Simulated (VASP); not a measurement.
# BaTiO3 (P4mm) in VASP: further runs, part 2 of 2

VASP 6.6.1. Earlier steps stand in the parts before.

**4. Single point, PBE**

This run uses another cell than the first one, of 13.38 Å³/atom, 1.002 times its volume.

Contents of INCAR:

```
PREC = Accurate
ENCUT = 520
EDIFF = 1E-6
ISMEAR = 0
SIGMA = 0.02
LREAL = False
LASPH = True
NELM = 100
ALGO = Normal
ISIF = 2
LWAVE = False
LCHARG = False
GGA = PE
NBANDS = 28
```

Contents of KPOINTS:

```
regular mesh
0
Gamma
  8 8 6
```

Contents of POSCAR:

```
BaTiO3
1.0
    3.9256680472      0.0000000000      0.0000000000
    0.0000000000      3.9256680472      0.0000000000
    0.0000000000      0.0000000000      4.3396355141
Ba Ti O
1 1 3
Direct
    0.5000000000      0.5000000000      0.6006022887
    0.0000000000      0.0000000000      0.1157124600
    0.0000000000      0.5000000000      0.0564191287
    0.5000000000      0.0000000000      0.0564191287
    0.0000000000      0.0000000000      0.5308439838
```

Potentials or basis: VASP PAW PBE potentials, release 64 (Ba_sv, Ti_sv, O).

Command:

```sh
cat potpaw_PBE.64/Ba_sv/POTCAR potpaw_PBE.64/Ti_sv/POTCAR potpaw_PBE.64/O/POTCAR > POTCAR
mpirun -np 1 vasp_std > vasp.out
```

OUTCAR:

```text
PREC = Accurate
   ENCUT = 520
   EDIFF = 1E-6
   ISMEAR = 0
   LREAL = False
   LASPH = True
   NELM = 100
   ISIF = 2
   GGA = PE

 ion  position               nearest neighbor table
   1  0.500  0.500  0.601-   3 2.79   4 2.79   4 2.79   3 2.79   5 2.79   5 2.79   5 2.79   5 2.79
                             3 3.07   4 3.07   3 3.07   4 3.07   2 3.48   2 3.48   2 3.48   2 3.48
   2  0.000  0.000  0.116-   5 1.80   4 1.98   3 1.98   3 1.98   4 1.98   1 3.48   1 3.48   1 3.48
                             1 3.48   1 3.56   1 3.56   1 3.56   1 3.56
   3  0.000  0.500  0.056-   2 1.98   2 1.98   1 2.79   1 2.79   1 3.07   1 3.07
   4  0.500  0.000  0.056-   2 1.98   2 1.98   1 2.79   1 2.79   1 3.07   1 3.07
   5  0.000  0.000  0.531-   2 1.80   1 2.79   1 2.79   1 2.79   1 2.79

[... 950 lines left out ...]
  Total        1.9949446      1.9949446      0.6528059      0.0000000      0.0000000      0.0000000
  in kB       47.7926405     47.7926405     15.6391892      0.0000000      0.0000000      0.0000000
  external PRESSURE =      37.0748234 kB  Pullay stress =       0.0000000 kB

 VOLUME and BASIS-vectors are now :
 -----------------------------------------------------------------------------
  energy-cutoff  :      520.00
  volume of cell :       66.88
      direct lattice vectors                 reciprocal lattice vectors
     3.925668047  0.000000000  0.000000000     0.254733714  0.000000000  0.000000000
     0.000000000  3.925668047  0.000000000     0.000000000  0.254733714  0.000000000
     0.000000000  0.000000000  4.339635514     0.000000000  0.000000000  0.230434099

 POSITION                                       TOTAL-FORCE (eV/Angst)
 -----------------------------------------------------------------------------------
      1.96283      1.96283      2.60640        -0.000000      0.000000     -0.066686
      0.00000      0.00000      0.50215         0.000000      0.000000     -0.080107
      0.00000      1.96283      0.24484         0.000000      0.000000      0.035667
      1.96283      0.00000      0.24484        -0.000000     -0.000000      0.035667
      0.00000      0.00000      2.30367        -0.000000      0.000000      0.075457
 -----------------------------------------------------------------------------------
    total drift:                                0.000000      0.000000     -0.000800

  FREE ENERGIE OF THE ION-ELECTRON SYSTEM (eV)
  ---------------------------------------------------
  free  energy   TOTEN  =       -40.0125134115 eV

  energy  without entropy=      -40.0125134115  energy(sigma->0) =      -40.01251341
```

OSZICAR:

```text
N       E                     dE             d eps       ncg     rms          rms(c)
DAV:   1     0.426765677887E+03    0.42677E+03   -0.19505E+04  3360   0.151E+03
DAV:   2    -0.163194989921E+01   -0.42840E+03   -0.40751E+03  3764   0.418E+02
DAV:   3    -0.485292598834E+02   -0.46897E+02   -0.46510E+02  4660   0.137E+02
DAV:   4    -0.505173015050E+02   -0.19880E+01   -0.19829E+01  5012   0.250E+01
DAV:   5    -0.505518644481E+02   -0.34563E-01   -0.34555E-01  4620   0.288E+00    0.238E+01
DAV:   6    -0.402682351746E+02    0.10284E+02   -0.57108E+01  4988   0.683E+01    0.103E+01
DAV:   7    -0.401951387876E+02    0.73096E-01   -0.11829E+01  4580   0.257E+01    0.738E+00
DAV:   8    -0.400045475786E+02    0.19059E+00   -0.64861E-01  4136   0.754E+00    0.373E+00
DAV:   9    -0.400412322044E+02   -0.36685E-01   -0.37250E-01  4988   0.546E+00    0.165E+00
DAV:  10    -0.400161425150E+02    0.25090E-01   -0.16145E-01  4144   0.413E+00    0.550E-01
DAV:  11    -0.400127171382E+02    0.34254E-02   -0.13180E-02  4676   0.746E-01    0.151E-01
DAV:  12    -0.400125102568E+02    0.20688E-03   -0.13145E-03  3840   0.241E-01    0.372E-02
DAV:  13    -0.400125143575E+02   -0.41007E-05   -0.11088E-04  4548   0.892E-02    0.257E-02
DAV:  14    -0.400125131526E+02    0.12049E-05   -0.36546E-05  4796   0.525E-02    0.112E-02
DAV:  15    -0.400125139593E+02   -0.80662E-06   -0.13425E-05  4948   0.333E-02    0.726E-03
DAV:  16    -0.400125134115E+02    0.54774E-06   -0.32919E-06  3160   0.187E-02
   1 F= -.40012513E+02 E0= -.40012513E+02  d E =-.382996E-31
```

Wall time 90 s (1 thread of Intel Xeon Platinum 8488C (Sapphire Rapids), shared host); peak memory 0.25 GiB.

What came out:

- Free energy: -40.0125 eV
- Pressure: 3.7 GPa
- Largest force: 0.080 eV/Å
- Band gap on the k mesh: 1.83 eV, indirect (least direct gap 2.51 eV)

Forces on the atoms (eV/Å):
```
Ba   0.000  0.000 -0.067
Ti   0.000  0.000 -0.080
O    0.000  0.000  0.036
O    0.000  0.000  0.036
O    0.000  0.000  0.075
```

Caveat: spin-orbit coupling is left out, which moves the levels of the heavy elements. A k mesh can miss the band edges.

**5. Single point, PBE (biaxial strain in the a-b plane: +1.5 %, then relaxed in part)**

Contents of INCAR:

```
  ALGO = Normal
  EDIFF = 1E-6
  ENCUT = 520
  GGA = PE
  ISIF = 2
  ISMEAR = 0
  LASPH = True
  LCHARG = True
  LELF = True
  LREAL = False
  LVHAR = True
  LWAVE = False
  NBANDS = 28
  NELM = 80
  PREC = Accurate
  SIGMA = 0.02
```

Contents of KPOINTS:

```
k-points
0
Gamma
  8 8 6
```

Contents of POSCAR:

```
BaTiO3
1.0
    4.0452315410      0.0000000000      0.0000000000
    0.0000000000      4.0452315410      0.0000000000
    0.0000000000      0.0000000000      4.1056954440
Ba Ti O
1 1 3
Direct
    0.5000000000      0.5000000000      0.5861789671
    0.0000000000      0.0000000000      0.1027879874
    0.0000000000      0.5000000000      0.0625003252
    0.5000000000      0.0000000000      0.0625003252
    0.0000000000      0.0000000000      0.5460293850
```

Command:

```sh
cat potpaw_PBE.64/Ba_sv/POTCAR potpaw_PBE.64/Ti_sv/POTCAR potpaw_PBE.64/O/POTCAR > POTCAR
mpirun -np 1 vasp_std > vasp.out
```

Run time: 91 s. Hardware: 1 thread of Intel Xeon Platinum 8488C (Sapphire Rapids), shared host; peak memory 0.25 GiB.

The run converged. Its results:

- Free energy: -40.0276 eV
- Pressure: -0.8 GPa
- Largest force: 0.082 eV/Å
- Band gap on the k mesh: 1.75 eV, indirect (least direct gap 2.21 eV)

Forces on the atoms (eV/Å):
```
Ba   0.000  0.000 -0.037
Ti   0.000  0.000 -0.082
O    0.000  0.000  0.019
O    0.000  0.000  0.019
O    0.000  0.000  0.082
```

Stress tensor (GPa, compression positive):
```
-2.00  0.00  0.00
 0.00 -2.00  0.00
 0.00  0.00  1.65
```

Levels at points of the mesh, in eV from the valence-band top:
| k point | band 18 | band 19 | band 20 | band 21 | band 22 | band 23 |
| --- | --- | --- | --- | --- | --- | --- |
| (0.00, 0.00, 0.00) | -0.66 | -0.46 | -0.46 | 1.75 | 2.27 | 2.27 |
| (0.50, 0.00, 0.00) | -1.60 | -1.31 | -1.13 | 2.35 | 3.32 | 3.42 |
| (0.50, 0.50, 0.00) | -1.18 | -1.18 | -0.08 | 3.45 | 3.45 | 3.76 |
| (0.00, 0.00, 0.50) | -1.89 | -0.72 | -0.72 | 1.89 | 3.48 | 3.48 |
| (0.50, 0.00, 0.50) | -1.00 | -0.95 | -0.34 | 3.36 | 3.49 | 3.74 |
| (0.50, 0.50, 0.50) | -0.27 | -0.27 | 0.00 | 3.95 | 3.97 | 3.97 |

Caveat: the cell differs from its parent crystal (biaxial strain in the a-b plane: +1.5 %, then relaxed in part); spin-orbit coupling is left out, which moves the levels of the heavy elements.

**6. Single point, PBE**

This run uses another cell than the first one, of 13.44 Å³/atom, 1.007 times its volume.

Contents of INCAR:

```
SYSTEM = BaTiO3
PREC     = Accurate       ! precision mode
ENCUT    = 520            ! plane-wave cutoff, eV
EDIFF    = 1E-6           ! SCF threshold, eV
ISMEAR   = 0              ! smearing method
SIGMA    = 0.02           ! smearing width, eV
LREAL    = .FALSE.        ! projectors in reciprocal space
LASPH    = .TRUE.         ! aspherical terms in the spheres
NELM     = 100            ! most SCF steps
ALGO     = Normal         ! electronic algorithm
ISIF     = 2              ! what is computed and relaxed
LWAVE    = .FALSE.        ! write WAVECAR
LCHARG   = .FALSE.        ! write CHGCAR
GGA      = PE             ! functional
NBANDS   = 28             ! bands
```

Contents of KPOINTS:

```
Automatic mesh
0
G
  8 8 6
  0 0 0
```

POSCAR is that of step 5.

Potentials or basis: VASP PAW PBE potentials, release 64 (Ba_sv, Ti_sv, O).

Command:

```sh
cat potpaw_PBE.64/Ba_sv/POTCAR potpaw_PBE.64/Ti_sv/POTCAR potpaw_PBE.64/O/POTCAR > POTCAR
mpirun -np 1 vasp_std > vasp.out
```

OUTCAR:

```text
SYSTEM = BaTiO3
   PREC = Accurate
   ENCUT = 520
   EDIFF = 1E-6
   ISMEAR = 0
   LREAL = .FALSE.
   LASPH = .TRUE.
   NELM = 100
   ISIF = 2
   GGA = PE

 ion  position               nearest neighbor table
   1  0.500  0.500  0.586-   3 2.81   4 2.81   4 2.81   3 2.81   5 2.87   5 2.87   5 2.87   5 2.87
                             3 2.95   4 2.95   3 2.95   4 2.95   2 3.48   2 3.48   2 3.48   2 3.48
   2  0.000  0.000  0.103-   5 1.82   4 2.03   3 2.03   3 2.03   4 2.03   5 2.29   1 3.48   1 3.48
                             1 3.48   1 3.48   1 3.56   1 3.56   1 3.56   1 3.56
   3  0.000  0.500  0.063-   2 2.03   2 2.03   1 2.81   1 2.81   1 2.95   1 2.95
   4  0.500  0.000  0.063-   2 2.03   2 2.03   1 2.81   1 2.81   1 2.95   1 2.95
   5  0.000  0.000  0.546-   2 1.82   2 2.29   1 2.87   1 2.87   1 2.87   1 2.87

  LATTYP: Found a simple tetragonal cell.
 ALAT       =     4.0452315410
 C/A-ratio  =     1.0149469573

  Lattice vectors:

 A1 = (   4.0452315410,   0.0000000000,   0.0000000000)
 A2 = (   0.0000000000,   4.0452315410,   0.0000000000)
 A3 = (   0.0000000000,   0.0000000000,   4.1056954440)

Analysis of symmetry for initial positions (statically):
=====================================================================
 Subroutine PRICEL returns:
 Original cell was already a primitive cell.

 Routine SETGRP: Setting up the symmetry group for a
 simple tetragonal supercell.

 Subroutine GETGRP returns: Found  8 space group operations
 (whereof  8 operations were pure point group operations)
 out of a pool of 16 trial point group operations.

The static configuration has the point symmetry C_4v.

Analysis of symmetry for dynamics (positions and initial velocities):
=====================================================================
 Subroutine PRICEL returns:
 Original cell was already a primitive cell.

 Routine SETGRP: Setting up the symmetry group for a
 simple tetragonal supercell.
[... 124 lines left out ...]
   EMIN   =  10.00;   EMAX   =-10.00  energy-range for DOS
   EFERMI =   0.00;   METHOD = LEGACY
   ISMEAR =     0;   SIGMA  =   0.02  broadening in eV -4-tet -1-fermi 0-gaus
   EFERMI_NEDOS =   21; number of points for ismear=-14 and -15
   IALGO  =     38    algorithm
   IMIX   =      4    mixing-type and parameters
     AMIX     =   0.40;   BMIX     =  1.00
     AMIX_MAG =   1.60;   BMIX_MAG =  1.00
  volume/ion in A,a.u.               =      13.44        90.68
  Fermi-wavevector in a.u.,A,eV,Ry     =   1.377221  2.602570 25.806686  1.896738
  Thomas-Fermi vector in A             =   2.502394
   LORBIT       =      0    0 simple, 1 ext, 2 COOP (PROOUT), +10 PAW based schemes
   GGA     = PE    functional components
   LHFCALC =     F    Hartree Fock is set to
   AEXX    =    0.0000 exact exchange contribution
   IVDW    =     0    specifies the selected vdW correction
   LEPSILON=     F    determine dielectric tensor
   LRPA    =     F    only Hartree local field effects (RPA)
 non-spin polarized calculation
 Gauss-broadening in eV      SIGMA  =   0.02
  energy-cutoff  :      520.00
  volume of cell :       67.19
 maximum number of plane-waves:      1831
   NGX = 15   NGY = 15   NGZ = 15

 number of electron      39.9999986 magnetization

 Free energy of the ion-electron system (eV)
  ---------------------------------------------------
  ext. energy  EPLUGINS =         0.00000000
  ---------------------------------------------------
  free energy    TOTEN  =       -40.02760477 eV

  energy without entropy =      -40.02760477  energy(sigma->0) =      -40.02760477

 E-fermi :   3.7068     XC(G=0): -10.9971

 val. band max:        3.6030314061   @ k =   0.5000   0.5000   0.5000
 cond. band min:       5.3488235676   @ k =   0.0000   0.0000   0.0000
 fundamental gap:      1.7457921615
 Fermi energy:         3.7067719961

 k-point     1 :       0.0000    0.0000    0.0000
  band No.  band energies     occupation
      1     -53.0823      2.00000
      2     -29.3843      2.00000
      3     -29.2722      2.00000
      4     -29.2722      2.00000
      5     -21.4874      2.00000
      6     -13.3196      2.00000
[... 733 lines left out ...]
     27      11.2518      0.00000
     28      12.0581      0.00000

 [... further k-points ...]
[... 5 lines left out ...]
  --------------------------------------------------------------------------------------
  -------------------------------------------------------------------------------------
  Total       -0.8386418     -0.8386418      0.6910891      0.0000000      0.0000000      0.0000000
  in kB      -19.9992434    -19.9992434     16.4805293      0.0000000      0.0000000      0.0000000
  external PRESSURE =      -7.8393192 kB  Pullay stress =       0.0000000 kB

 VOLUME and BASIS-vectors are now :
 -----------------------------------------------------------------------------
  energy-cutoff  :      520.00
  volume of cell :       67.19
      direct lattice vectors                 reciprocal lattice vectors
     4.045231541  0.000000000  0.000000000     0.247204638  0.000000000  0.000000000
     0.000000000  4.045231541  0.000000000     0.000000000  0.247204638  0.000000000
     0.000000000  0.000000000  4.105695444     0.000000000  0.000000000  0.243564096

 POSITION                                       TOTAL-FORCE (eV/Angst)
 -----------------------------------------------------------------------------------
      2.02262      2.02262      2.40667         0.000000      0.000000     -0.037232
      0.00000      0.00000      0.42202        -0.000000     -0.000000     -0.082433
      0.00000      2.02262      0.25661         0.000000     -0.000000      0.018908
      2.02262      0.00000      0.25661         0.000000     -0.000000      0.018908
      0.00000      0.00000      2.24183         0.000000     -0.000000      0.081850
 -----------------------------------------------------------------------------------
    total drift:                                0.000000     -0.000000      0.000412

  FREE ENERGIE OF THE ION-ELECTRON SYSTEM (eV)
  ---------------------------------------------------
  free  energy   TOTEN  =       -40.0276047727 eV

  energy  without entropy=      -40.0276047727  energy(sigma->0) =      -40.02760477
```

Wall time 77 s (1 thread of Intel Xeon Platinum 8488C (Sapphire Rapids), shared host); peak memory 0.25 GiB.

Results:

| Quantity | Value |
| --- | --- |
| Free energy | -40.0276 eV |
| Pressure | -0.8 GPa |
| Largest force | 0.082 eV/Å |
| Band gap on the k mesh | 1.75 eV, indirect (least direct gap 2.21 eV) |

Forces on the atoms (eV/Å):
```
Ba   0.000  0.000 -0.037
Ti   0.000  0.000 -0.082
O    0.000  0.000  0.019
O    0.000  0.000  0.019
O    0.000  0.000  0.082
```

Caveat: spin-orbit coupling is left out, which moves the levels of the heavy elements.

**7. Overview**

| cell | gap on the mesh (eV) | pressure (GPa) | largest force (eV/Å) |
| --- | --- | --- | --- |
| a = 3.985, b = 3.985, c = 4.200 Å, 5 atoms | 1.79 | 1.6 | 0.08 |
| a = 3.926, b = 3.926, c = 4.340 Å, 5 atoms | 1.83 | 3.7 | 0.08 |
| a = 4.045, b = 4.045, c = 4.106 Å, 5 atoms | 1.75 | -0.8 | 0.08 |

Alike in all rows: task single point; level PBE; potentials or basis VASP PAW PBE potentials, release 64 (Ba_sv, Ti_sv, O); no spin polarisation; k mesh 8 × 8 × 6; cutoff (eV) 520; smearing gaussian 0.02 eV.

Caveats: spin-orbit coupling is left out, which moves the levels of the heavy elements.

Absolute energies hang on the potentials; compare differences alone.
